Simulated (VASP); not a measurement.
Input of a VASP 6.6.1 run:

INCAR

```
SYSTEM = Ti
  ALGO = Normal
  EDIFF = 1E-6
  ENCUT = 520
  ISIF = 2
  ISMEAR = -1
  LASPH = .TRUE.
  LCHARG = .FALSE.
  LREAL = .FALSE.
  LWAVE = .FALSE.
  NBANDS = 12
  NELM = 80
  PREC = Accurate
  SIGMA = 0.05
```

KPOINTS

```
k-points
0
G
  11 11 11
  0 0 0
```

The input POSCAR:

```
Ti
1.0
    0.0000000000      2.0567135898      2.0567135898
    2.0567135898      0.0000000000      2.0567135898
    2.0567135898      2.0567135898      0.0000000000
Ti
1
Direct
    0.0000000000      0.0000000000      0.0000000000
```

Potentials or basis: VASP PAW LDA potentials, release 64 (Ti_sv).

The run is started by

```sh
$ cat potpaw_LDA.64/Ti_sv/POTCAR > POTCAR
$ mpirun -np 1 vasp_std > vasp.out
```

Task: Predict the band gap on the k mesh.

Result: Zero (band 6 reaches 8.81 eV, above the bottom of band 7 at 7.70 eV).

Task: What does it give for the pressure?

Result: -9.0 GPa.
